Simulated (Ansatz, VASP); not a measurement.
# Two plane-wave programs on GaP

Contents of INCAR:

```
ALGO     = Normal         # electronic algorithm
EDIFF    = 1E-6           # SCF threshold, eV
ENCUT    = 500            # plane-wave cutoff, eV
GGA      = PE             # functional
GGA_COMPAT= F            
ISIF     = 2              # what is computed and relaxed
ISMEAR   = 0              # smearing method
LASPH    = T              # aspherical terms in the spheres
LCHARG   = F              # write CHGCAR
LREAL    = F              # projectors in reciprocal space
LWAVE    = F              # write WAVECAR
NBANDS   = 16             # bands
NELM     = 120            # most SCF steps
PREC     = Accurate       # precision mode
SIGMA    = 0.01           # smearing width, eV
```

KPOINTS

```
k-points
0
Gamma
  5 5 5
```

POSCAR

```
GaP
1.0
    0.0000000000      2.7252500000      2.7252500000
    2.7252500000      0.0000000000      2.7252500000
    2.7252500000      2.7252500000      0.0000000000
Ga P
1 1
Direct
    0.0000000000      0.0000000000      0.0000000000
    0.2500000000      0.2500000000      0.2500000000
```

Input for Ansatz:

```yaml
crystal:
  lattice:
    - [0.0, 2.72525, 2.72525]
    - [2.72525, 0.0, 2.72525]
    - [2.72525, 2.72525, 0.0]
  atoms:
    - { symbol: Ga, position: [0.0, 0.0, 0.0] }
    - { symbol: P, position: [0.25, 0.25, 0.25] }
kpoints:
  mp_grid:
    grid: [5, 5, 5]
    shift: [0.0, 0.0, 0.0]
hamiltonian:
  xc: pbe
  pseudopotentials:
    kind: paw
scf:
  occupations:
    method: fixed
output:
  forces: true
  stress: true
  eigenvalues: true
```

Alike in both runs: task single point; functional PBE; k mesh 5 × 5 × 5; no spin polarisation.

```csv
,VASP,Ansatz
version,VASP 6.6.1,Ansatz 0.2.0
potentials or method,"VASP PAW PBE potentials, release 64 (Ga_d, P)","plane waves, PAW"
plane-wave cutoff (eV),500,420
occupations,"gaussian, width 0.01 eV",fixed
valence electrons in the cell,18,18
```

Ansatz gave:

| Item | Value |
| --- | --- |
| gap on the k mesh at the Fermi level (eV) | 1.60 |
| pressure (GPa) | 2.6 |

Which values does VASP return?

gap on the k mesh at the Fermi level (eV): 1.59; pressure (GPa): 2.5.
